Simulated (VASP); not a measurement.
# In3GaN2 (P4/mmm) in VASP: single point with PBE

Aim: the single point of In3GaN2 with PBE.

Program: VASP 6.6.1. These are calculated values, not measurements. Logs are shortened: lines on timing, memory, paths and dates and some standing lists are left out, and cuts for length are marked.

**1. The cell of the first run**

Symmetry: P4/mmm, No. 123, tetragonal system. The conventional cell has a = 4.675 Å, b = 4.675 Å, c = 6.103 Å, α = 90.00°, β = 90.00°, γ = 90.00°. Within 3.1 Å of In (site symmetry mmm) lie 2 In at 2.34 Å and 4 N at 2.83 Å. Within 2.1 Å of In (site symmetry 4/mmm) lie 2 N at 1.60 Å. Ga (site symmetry 4/mmm) has 2 N at 1.45 Å within 1.9 Å. Within 1.9 Å of N (site symmetry 4mm) lie 1 Ga at 1.45 Å and 1 In at 1.60 Å.

The cell was generated, and may not be a known phase.

**2. Single point, PBE**

The input, INCAR:

```
PREC     = Accurate       # precision mode
ENCUT    = 1330           # plane-wave cutoff, eV
EDIFF    = 1E-6           # SCF threshold, eV
ISMEAR   = 0              # smearing method
SIGMA    = 0.1            # smearing width, eV
LREAL    = F              # projectors in reciprocal space
LASPH    = T              # aspherical terms in the spheres
NELM     = 120            # most SCF steps
ALGO     = Normal         # electronic algorithm
ISIF     = 2              # what is computed and relaxed
LWAVE    = F              # write WAVECAR
LCHARG   = F              # write CHGCAR
GGA      = PE             # functional
NBANDS   = 40             # bands
GGA_COMPAT= F
```

The input, KPOINTS:

```
Automatic mesh
0
Gamma
  4 4 4
```

The input, POSCAR:

```
In3GaN2
1.0
    4.6748468600      0.0000000000      0.0000000000
    0.0000000000      4.6748468600      0.0000000000
    0.0000000000      0.0000000000      6.1031761600
In Ga N
3 1 2
Direct
    0.0000000000      0.5000000000      0.5000000000
    0.5000000000      0.0000000000      0.5000000000
    0.5000000000      0.5000000000      0.5000000000
    0.5000000000      0.5000000000      0.0000000000
    0.5000000000      0.5000000000      0.7625267700
    0.5000000000      0.5000000000      0.2374732300
```

Potentials or basis: VASP PAW PBE potentials, release 64 (In_d, Ga_d, N_h).

Launch:

```console
$ cat potpaw_PBE.64/In_d/POTCAR potpaw_PBE.64/Ga_d/POTCAR potpaw_PBE.64/N_h/POTCAR > POTCAR
$ mpirun -np 1 vasp_std > vasp.out
```

OUTCAR:

```text
PREC = Accurate
   ENCUT = 1330
   EDIFF = 1E-6
   ISMEAR = 0
   LREAL = F
   LASPH = T
   NELM = 120
   ISIF = 2
   GGA = PE

 ion  position               nearest neighbor table
   1  0.000  0.500  0.500-   3 2.34   3 2.34   2 3.31   2 3.31   2 3.31   2 3.31
   2  0.500  0.000  0.500-   3 2.34   3 2.34   1 3.31   1 3.31   1 3.31   1 3.31
   3  0.500  0.500  0.500-   5 1.60   6 1.60   1 2.34   2 2.34   2 2.34   1 2.34   4 3.05   4 3.05

   4  0.500  0.500  0.000-   5 1.45   6 1.45   3 3.05   3 3.05
   5  0.500  0.500  0.763-   4 1.45   3 1.60
   6  0.500  0.500  0.237-   4 1.45   3 1.60

  LATTYP: Found a simple tetragonal cell.
 ALAT       =     4.6748468600
 C/A-ratio  =     1.3055349924

  Lattice vectors:

 A1 = (   4.6748468600,   0.0000000000,   0.0000000000)
 A2 = (   0.0000000000,   4.6748468600,   0.0000000000)
 A3 = (   0.0000000000,   0.0000000000,   6.1031761600)

Analysis of symmetry for initial positions (statically):
=====================================================================
 Subroutine PRICEL returns:
 Original cell was already a primitive cell.

 Routine SETGRP: Setting up the symmetry group for a
 simple tetragonal supercell.

 Subroutine GETGRP returns: Found 16 space group operations
 (whereof 16 operations were pure point group operations)
 out of a pool of 16 trial point group operations.

The static configuration has the point symmetry D_4h.

Analysis of symmetry for dynamics (positions and initial velocities):
=====================================================================
 Subroutine PRICEL returns:
 Original cell was already a primitive cell.

 Routine SETGRP: Setting up the symmetry group for a
 simple tetragonal supercell.

 Subroutine GETGRP returns: Found 16 space group operations
 (whereof 16 operations were pure point group operations)
 out of a pool of 16 trial point group operations.

The dynamic configuration has the point symmetry D_4h.

 Subroutine INISYM returns: Found 16 space group operations
 (whereof 16 operations are pure point group operations),
 and found     1 'primitive' translations

----------------------------------------------------------------------------------------

                                     Primitive cell

  volume of cell :     133.3800

  direct lattice vectors                    reciprocal lattice vectors
[... 88 lines left out ...]
   EDIFF  = 0.1E-05   stopping-criterion for ELM
   LREAL  =      F    real-space projection
   EDIFFG = 0.1E-04   stopping-criterion for IOM
   NSW    =      0    number of steps for IOM
   IBRION =     -1    ionic relax: 0-MD 1-quasi-New 2-CG
   NFREE  =      0    steps in history (QN), initial steepest desc. (CG)
   ISIF   =      2    stress and relaxation
   ISYM   =      2    0-nonsym 1-usesym 2-fastsym
   POTIM  = 0.5000    time-step for ionic-motion
   TEBEG  =    0.0;   TEEND  =   0.0 temperature during run
   PSTRESS=    0.0 pullay stress
   NELECT =      62.0000    total number of electrons
   NUPDOWN=      -1.0000    fix difference up-down
   EMIN   =  10.00;   EMAX   =-10.00  energy-range for DOS
   EFERMI =   0.00;   METHOD = LEGACY
   ISMEAR =     0;   SIGMA  =   0.10  broadening in eV -4-tet -1-fermi 0-gaus
   EFERMI_NEDOS =   21; number of points for ismear=-14 and -15
   IALGO  =     38    algorithm
   IMIX   =      4    mixing-type and parameters
     AMIX     =   0.40;   BMIX     =  1.00
     AMIX_MAG =   1.60;   BMIX_MAG =  1.00
  volume/ion in A,a.u.               =      22.23       150.02
  Fermi-wavevector in a.u.,A,eV,Ry     =   1.268163  2.396481 21.881407  1.608238
  Thomas-Fermi vector in A             =   2.401273
   LORBIT       =      0    0 simple, 1 ext, 2 COOP (PROOUT), +10 PAW based schemes
   GGA     = PE    functional components
   LHFCALC =     F    Hartree Fock is set to
   AEXX    =    0.0000 exact exchange contribution
   IVDW    =     0    specifies the selected vdW correction
   LEPSILON=     F    determine dielectric tensor
   LRPA    =     F    only Hartree local field effects (RPA)
 non-spin polarized calculation
 Gauss-broadening in eV      SIGMA  =   0.10
  energy-cutoff  :     1330.00
  volume of cell :      133.38
 maximum number of plane-waves:     14736
 NGX is ok and might be reduce to    56
   NGX = 27   NGY = 27   NGZ = 37

 number of electron      61.9999999 magnetization

 Free energy of the ion-electron system (eV)
  ---------------------------------------------------
  ext. energy  EPLUGINS =         0.00000000
  ---------------------------------------------------
  free energy    TOTEN  =        -5.29121005 eV

  energy without entropy =       -5.28433083  energy(sigma->0) =       -5.28777044

 E-fermi :   5.7070     XC(G=0):  -8.7754

 val. band max:        5.6744572331   @ k =   0.2500   0.2500   0.5000
 cond. band min:       5.8582715873   @ k =   0.2500   0.0000   0.2500
 fundamental gap:      0.1838143542
 Fermi energy:         5.7070138158

 k-point     1 :       0.0000    0.0000    0.0000
  band No.  band energies     occupation
      1     -15.9872      2.00000
      2     -13.3434      2.00000
      3     -13.1079      2.00000
      4     -12.0713      2.00000
      5     -12.0557      2.00000
      6     -12.0557      2.00000
[... 763 lines left out ...]
     39      12.9290      0.00000
     40      13.2997      0.00000

------------------------ aborting loop because EDIFF is reached ----------------------------------------

  FORCE on cell =-STRESS in cart. coord.  units (eV):
  Direction    XX          YY          ZZ          XY          YZ          ZX
  --------------------------------------------------------------------------------------
  -------------------------------------------------------------------------------------
  Total       33.3815475     33.3815475    115.3255575      0.0000000      0.0000000      0.0000000
  in kB      400.9833734    400.9833734   1385.3051932      0.0000000      0.0000000      0.0000000
  external PRESSURE =     729.0906467 kB  Pullay stress =       0.0000000 kB

 VOLUME and BASIS-vectors are now :
 -----------------------------------------------------------------------------
  energy-cutoff  :     1330.00
  volume of cell :      133.38
      direct lattice vectors                 reciprocal lattice vectors
     4.674846860  0.000000000  0.000000000     0.213910750  0.000000000  0.000000000
     0.000000000  4.674846860  0.000000000     0.000000000  0.213910750  0.000000000
     0.000000000  0.000000000  6.103176160     0.000000000  0.000000000  0.163849113

 POSITION                                       TOTAL-FORCE (eV/Angst)
 -----------------------------------------------------------------------------------
      0.00000      2.33742      3.05159         0.000000      0.000000      0.000000
      2.33742      0.00000      3.05159         0.000000      0.000000      0.000000
      2.33742      2.33742      3.05159         0.000000      0.000000      0.000000
      2.33742      2.33742      0.00000         0.000000      0.000000      0.000000
      2.33742      2.33742      4.65384         0.000000      0.000000      2.332190
      2.33742      2.33742      1.44934        -0.000000     -0.000000     -2.332190
 -----------------------------------------------------------------------------------
    total drift:                                0.000000      0.000000     -0.000000

  FREE ENERGIE OF THE ION-ELECTRON SYSTEM (eV)
  ---------------------------------------------------
  free  energy   TOTEN  =        -5.2912100479 eV

  energy  without entropy=       -5.2843308299  energy(sigma->0) =       -5.28777044
```

Run time: 5.7 min. Hardware: 1 thread of Intel Xeon Platinum 8488C (Sapphire Rapids), shared host; peak memory 0.78 GiB.

What came out:

```yaml
Free_energy: -5.2912 eV
Pressure: 72.9 GPa
Largest_force: 2.332 eV/Å
Band_gap_on_the_k_mesh: zero (bands 31 and 32 overlap by 1.79 eV)
```

Forces in eV/Å, atoms in the order of the input:
```
In   0.000  0.000  0.000
In   0.000  0.000  0.000
In   0.000  0.000  0.000
Ga   0.000  0.000  0.000
N    0.000  0.000  2.332
N    0.000  0.000 -2.332
```

Stress tensor (GPa, compression positive):
```
 40.10   0.00   0.00
  0.00  40.10   0.00
  0.00   0.00 138.53
```

Caveat: the stress differs along the axes, from 40 to 139 GPa; spin-orbit coupling is left out, which moves the levels of the heavy elements; forces of over 1 eV/Å act on the atoms, so gaps and moduli don't describe the material at rest.

The gap in the log of VASP goes by the Fermi energy; the results here count the filled bands.